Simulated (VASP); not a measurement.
# MgO (Fm-3m) in VASP: a series of runs

Runs on MgO. Level: PBE. Tasks: single point.

Program: VASP 6.6.1. These are calculated values, not measurements. Logs are shortened: lines on timing, memory, paths and dates and some standing lists are left out, and cuts for length are marked.

**What was measured.**

“Electronic structure of alkaline earth and post-transition metal oxides”, 2009, arxiv:0908.1581 quotes, for a bulk crystal of MgO: band gap 7.83 eV.

The results are compared with them further down.

## 1. The cell of the first run

Symmetry: Fm-3m, No. 225, cubic system. Conventional cell: a = 4.264 Å, b = 4.264 Å, c = 4.264 Å, α = 90.00°, β = 90.00°, γ = 90.00°. Mg (site symmetry m-3m) has 6 O at 2.13 Å within 2.8 Å. O (site symmetry m-3m) has 6 Mg at 2.13 Å within 2.8 Å.

## 2. Single point, PBE

INCAR reads:

```
SYSTEM = MgO
  PREC = Accurate
  ENCUT = 520
  EDIFF = 1E-6
  ISMEAR = 0
  SIGMA = 0.02
  LREAL = .FALSE.
  LASPH = .TRUE.
  NELM = 100
  ALGO = Normal
  ISIF = 2
  LWAVE = .FALSE.
  LCHARG = .FALSE.
  GGA = PE
  NBANDS = 11
```

KPOINTS reads:

```
regular mesh
0
G
  9 9 9
  0 0 0
```

POSCAR reads:

```
MgO
1.0
    0.0000000000      2.1320000000      2.1320000000
    2.1320000000      0.0000000000      2.1320000000
    2.1320000000      2.1320000000      0.0000000000
Mg O
1 1
Direct
    0.0000000000      0.0000000000      0.0000000000
    0.5000000000      0.5000000000      0.5000000000
```

Potentials or basis: VASP PAW PBE potentials, release 64 (Mg, O).

On the command line:

```
$ cat potpaw_PBE.64/Mg/POTCAR potpaw_PBE.64/O/POTCAR > POTCAR
$ mpirun -np 1 vasp_std > vasp.out
```

OUTCAR:

```text
SYSTEM = MgO
   PREC = Accurate
   ENCUT = 520
   EDIFF = 1E-6
   ISMEAR = 0
   LREAL = .FALSE.
   LASPH = .TRUE.
   NELM = 100
   ISIF = 2
   GGA = PE

 ion  position               nearest neighbor table
   1  0.000  0.000  0.000-   2 2.13   2 2.13   2 2.13   2 2.13   2 2.13   2 2.13
   2  0.500  0.500  0.500-   1 2.13   1 2.13   1 2.13   1 2.13   1 2.13   1 2.13

  LATTYP: Found a face centered cubic cell.
 ALAT       =     4.2640000000

  Lattice vectors:

 A1 = (   0.0000000000,   2.1320000000,   2.1320000000)
 A2 = (   2.1320000000,   0.0000000000,   2.1320000000)
 A3 = (   2.1320000000,   2.1320000000,   0.0000000000)

Analysis of symmetry for initial positions (statically):
=====================================================================
 Subroutine PRICEL returns:
 Original cell was already a primitive cell.

 Routine SETGRP: Setting up the symmetry group for a
 face centered cubic supercell.

 Subroutine GETGRP returns: Found 48 space group operations
 (whereof 48 operations were pure point group operations)
 out of a pool of 48 trial point group operations.

The static configuration has the point symmetry O_h .

Analysis of symmetry for dynamics (positions and initial velocities):
=====================================================================
 Subroutine PRICEL returns:
 Original cell was already a primitive cell.

 Routine SETGRP: Setting up the symmetry group for a
 face centered cubic supercell.

 Subroutine GETGRP returns: Found 48 space group operations
 (whereof 48 operations were pure point group operations)
 out of a pool of 48 trial point group operations.

The dynamic configuration has the point symmetry O_h .

 Subroutine INISYM returns: Found 48 space group operations
 (whereof 48 operations are pure point group operations),
 and found     1 'primitive' translations

----------------------------------------------------------------------------------------

                                     Primitive cell

  volume of cell :      19.3817

  direct lattice vectors                    reciprocal lattice vectors
     0.000000000  2.132000000  2.132000000    -0.234521576  0.234521576  0.234521576
     2.132000000  0.000000000  2.132000000     0.234521576 -0.234521576  0.234521576
     2.132000000  2.132000000  0.000000000     0.234521576  0.234521576 -0.234521576

  length of vectors
     3.015103315  3.015103315  3.015103315     0.406203285  0.406203285  0.406203285

  position of ions in fractional coordinates (direct lattice)
     0.000000000  0.000000000  0.000000000
     0.500000000  0.500000000  0.500000000

  ion indices of the primitive-cell ions
   primitive index   ion index
                 1           1
                 2           2

----------------------------------------------------------------------------------------

 KPOINTS: regular mesh

Automatic generation of k-mesh.
 Grid dimensions read from file:
 generate k-points for:    9    9    9

 Generating k-lattice:

  Cartesian coordinates                     Fractional coordinates (reciprocal lattice)
    -0.026057953  0.026057953  0.026057953     0.111111111  0.000000000  0.000000000
     0.026057953 -0.026057953  0.026057953     0.000000000  0.111111111  0.000000000
     0.026057953  0.026057953 -0.026057953     0.000000000  0.000000000  0.111111111

  Length of vectors
     0.045133698  0.045133698  0.045133698

  Shift w.r.t. Gamma in fractional coordinates (k-lattice)
     0.000000000  0.000000000  0.000000000

 Subroutine IBZKPT returns following result:
 ===========================================

 Found     35 irreducible k-points:

 Following reciprocal coordinates:
            Coordinates               Weight
  0.000000  0.000000  0.000000      1.000000
  0.111111  0.000000  0.000000      8.000000
  0.222222  0.000000  0.000000      8.000000
  0.333333  0.000000  0.000000      8.000000
  0.444444  0.000000  0.000000      8.000000
  0.111111  0.111111  0.000000      6.000000
[... 16 lines left out ...]
 -0.333333  0.333333  0.000000     12.000000
  0.444444  0.444444  0.000000      6.000000
 [... further k-points ...]
   k-points           NKPTS =     35   k-points in BZ     NKDIM =     35   number of bands    NBANDS=     11
   number of dos      NEDOS =    301   number of ions     NIONS =      2
   total plane-waves  NPLWV =  13824
   dimension x,y,z NGX =    24 NGY =   24 NGZ =   24
   dimension x,y,z NGXF=    48 NGYF=   48 NGZF=   48
   ions per type =               1   1
   NGX,Y,Z   is equivalent  to a cutoff of  13.23, 13.23, 13.23 a.u.
   NGXF,Y,Z  is equivalent  to a cutoff of  26.47, 26.47, 26.47 a.u.
 SYSTEM =  MgO
   PREC   = accura    normal or accurate (medium, high low for compatibility)
   ISTART =      0    job   : 0-new  1-cont  2-samecut
   ICHARG =      2    charge: 1-file 2-atom 10-const
   ISPIN  =      1    spin polarized calculation?
   LNONCOLLINEAR =      F non collinear calculations
   LSORBIT =      F    spin-orbit coupling
   LASPH  =      T    aspherical Exc in radial PAW
   ENCUT  =  520.0 eV  38.22 Ry    6.18 a.u.   5.61  5.61  5.61*2*pi/ulx,y,z
   NELM   =    100;   NELMIN=  2; NELMDL= -5     # of ELM steps
   EDIFF  = 0.1E-05   stopping-criterion for ELM
   LREAL  =      F    real-space projection
   EDIFFG = 0.1E-04   stopping-criterion for IOM
   NSW    =      0    number of steps for IOM
   IBRION =     -1    ionic relax: 0-MD 1-quasi-New 2-CG
   NFREE  =      0    steps in history (QN), initial steepest desc. (CG)
   ISIF   =      2    stress and relaxation
   ISYM   =      2    0-nonsym 1-usesym 2-fastsym
   POTIM  = 0.5000    time-step for ionic-motion
   TEBEG  =    0.0;   TEEND  =   0.0 temperature during run
   PSTRESS=    0.0 pullay stress
   NELECT =       8.0000    total number of electrons
   NUPDOWN=      -1.0000    fix difference up-down
   EMIN   =  10.00;   EMAX   =-10.00  energy-range for DOS
   EFERMI =   0.00;   METHOD = LEGACY
   ISMEAR =     0;   SIGMA  =   0.02  broadening in eV -4-tet -1-fermi 0-gaus
   EFERMI_NEDOS =   21; number of points for ismear=-14 and -15
   IALGO  =     38    algorithm
   IMIX   =      4    mixing-type and parameters
     AMIX     =   0.40;   BMIX     =  1.00
     AMIX_MAG =   1.60;   BMIX_MAG =  1.00
  volume/ion in A,a.u.               =       9.69        65.40
  Fermi-wavevector in a.u.,A,eV,Ry     =   1.218917  2.303420 20.214989  1.485760
  Thomas-Fermi vector in A             =   2.354187
   LORBIT       =      0    0 simple, 1 ext, 2 COOP (PROOUT), +10 PAW based schemes
   GGA     = PE    functional components
   LHFCALC =     F    Hartree Fock is set to
   AEXX    =    0.0000 exact exchange contribution
   IVDW    =     0    specifies the selected vdW correction
   LEPSILON=     F    determine dielectric tensor
   LRPA    =     F    only Hartree local field effects (RPA)
 non-spin polarized calculation
 Gauss-broadening in eV      SIGMA  =   0.02
  energy-cutoff  :      520.00
  volume of cell :       19.38
 maximum number of plane-waves:       534
   NGX = 11   NGY = 11   NGZ = 11

 number of electron       8.0000003 magnetization

 Free energy of the ion-electron system (eV)
  ---------------------------------------------------
  ext. energy  EPLUGINS =         0.00000000
  ---------------------------------------------------
  free energy    TOTEN  =       -11.91076185 eV

  energy without entropy =      -11.91076185  energy(sigma->0) =      -11.91076185

 E-fermi :   3.0844     XC(G=0): -10.9058

 val. band max:        2.9165394349   @ k =   0.0000   0.0000   0.0000
 cond. band min:       7.2933548273   @ k =   0.0000   0.0000   0.0000
 fundamental gap:      4.3768153924
 Fermi energy:         3.0844209740

 k-point     1 :       0.0000    0.0000    0.0000
  band No.  band energies     occupation
      1     -14.1626      2.00000
      2       2.9165      2.00000
      3       2.9165      2.00000
      4       2.9165      2.00000
      5       7.2934      0.00000
      6      18.5074      0.00000
      7      18.5074      0.00000
      8      18.5074      0.00000
      9      22.3284      0.00000
     10      24.0604      0.00000
     11      24.0604      0.00000

 k-point     2 :       0.1111    0.0000    0.0000
  band No.  band energies     occupation
      1     -14.0410      2.00000
      2       2.1433      2.00000
      3       2.8392      2.00000
      4       2.8392      2.00000
      5       8.0503      0.00000
      6      17.0757      0.00000
      7      18.7810      0.00000
      8      18.7810      0.00000
      9      23.1644      0.00000
     10      23.1644      0.00000
     11      24.1309      0.00000

 k-point     3 :       0.2222    0.0000    0.0000
  band No.  band energies     occupation
      1     -13.7147      2.00000
      2       0.6892      2.00000
      3       2.6505      2.00000
      4       2.6505      2.00000
      5       9.3810      0.00000
      6      15.5012      0.00000
      7      19.2296      0.00000
      8      19.2296      0.00000
      9      22.5671      0.00000
     10      22.5671      0.00000
     11      24.4803      0.00000

 k-point     4 :       0.3333    0.0000    0.0000
  band No.  band energies     occupation
      1     -13.3061      2.00000
      2      -0.6412      2.00000
      3       2.4473      2.00000
      4       2.4473      2.00000
      5      10.2932      0.00000
      6      14.9270      0.00000
      7      19.1414      0.00000
      8      19.1414      0.00000
      9      23.4111      0.00000
     10      23.4111      0.00000
     11      23.7660      0.00000

 k-point     5 :       0.4444    0.0000    0.0000
  band No.  band energies     occupation
      1     -13.0114      2.00000
      2      -1.4349      2.00000
      3       2.3204      2.00000
      4       2.3204      2.00000
      5      10.5637      0.00000
      6      15.0606      0.00000
      7      18.8891      0.00000
      8      18.8891      0.00000
      9      23.3173      0.00000
     10      24.7156      0.00000
     11      24.7156      0.00000
[... 211 lines left out ...]
 k-point    21 :       0.4444    0.3333    0.0000
  band No.  band energies     occupation
      1     -12.8773      2.00000
      2      -0.7133      2.00000
      3       1.4747      2.00000
      4       1.7844      2.00000
      5      12.4018      0.00000
      6      12.8525      0.00000
      7      15.7437      0.00000
      8      20.8094      0.00000
      9      20.9349      0.00000
     10      28.0423      0.00000
     11      28.7327      0.00000

 k-point    22 :      -0.4444    0.3333    0.0000
  band No.  band energies     occupation
      1     -12.7388      2.00000
      2      -0.6252      2.00000
      3       0.6595      2.00000
      4       1.8080      2.00000
      5      12.6830      0.00000
      6      13.9719      0.00000
      7      15.2879      0.00000
      8      20.5659      0.00000
      9      20.7785      0.00000
     10      28.0027      0.00000
     11      29.2640      0.00000

 k-point    23 :      -0.3333    0.3333    0.0000
  band No.  band energies     occupation
      1     -12.7532      2.00000
      2      -0.1907      2.00000
      3      -0.0291      2.00000
      4       1.9651      2.00000
      5      12.9843      0.00000
      6      14.8265      0.00000
      7      14.9706      0.00000
      8      20.2026      0.00000
      9      21.2761      0.00000
     10      25.7250      0.00000
     11      29.7951      0.00000

 k-point    24 :       0.4444    0.4444    0.0000
  band No.  band energies     occupation
      1     -12.7689      2.00000
      2      -0.9520      2.00000
      3       1.6519      2.00000
      4       1.6519      2.00000
      5      12.0895      0.00000
      6      12.4685      0.00000
      7      15.6441      0.00000
      8      21.2528      0.00000
      9      21.2528      0.00000
     10      27.7446      0.00000
     11      28.9386      0.00000

 [... further k-points ...]

------------------------ aborting loop because EDIFF is reached ----------------------------------------

  FORCE on cell =-STRESS in cart. coord.  units (eV):
  Direction    XX          YY          ZZ          XY          YZ          ZX
  --------------------------------------------------------------------------------------
  -------------------------------------------------------------------------------------
  Total       -0.2183163     -0.2183163     -0.2183163      0.0000000      0.0000000     -0.0000000
  in kB      -18.0470025    -18.0470025    -18.0470025      0.0000000      0.0000000     -0.0000000
  external PRESSURE =     -18.0470025 kB  Pullay stress =       0.0000000 kB

 VOLUME and BASIS-vectors are now :
 -----------------------------------------------------------------------------
  energy-cutoff  :      520.00
  volume of cell :       19.38
      direct lattice vectors                 reciprocal lattice vectors
     0.000000000  2.132000000  2.132000000    -0.234521576  0.234521576  0.234521576
     2.132000000  0.000000000  2.132000000     0.234521576 -0.234521576  0.234521576
     2.132000000  2.132000000  0.000000000     0.234521576  0.234521576 -0.234521576

 POSITION                                       TOTAL-FORCE (eV/Angst)
 -----------------------------------------------------------------------------------
      0.00000      0.00000      0.00000        -0.000000     -0.000000      0.000000
      2.13200      2.13200      2.13200         0.000000      0.000000      0.000000
 -----------------------------------------------------------------------------------
    total drift:                               -0.000000     -0.000000      0.000000

  FREE ENERGIE OF THE ION-ELECTRON SYSTEM (eV)
  ---------------------------------------------------
  free  energy   TOTEN  =       -11.9107618541 eV

  energy  without entropy=      -11.9107618541  energy(sigma->0) =      -11.91076185
```

Wall time 5.4 s (1 thread of Intel Xeon Platinum 8488C (Sapphire Rapids), shared host); peak memory 0.13 GiB.

What came out:

```yaml
Free_energy: -11.9108 eV
Pressure: -1.8 GPa
Band_gap_on_the_k_mesh: 4.38 eV, direct
```

(Part 1 of 2 ends here.)
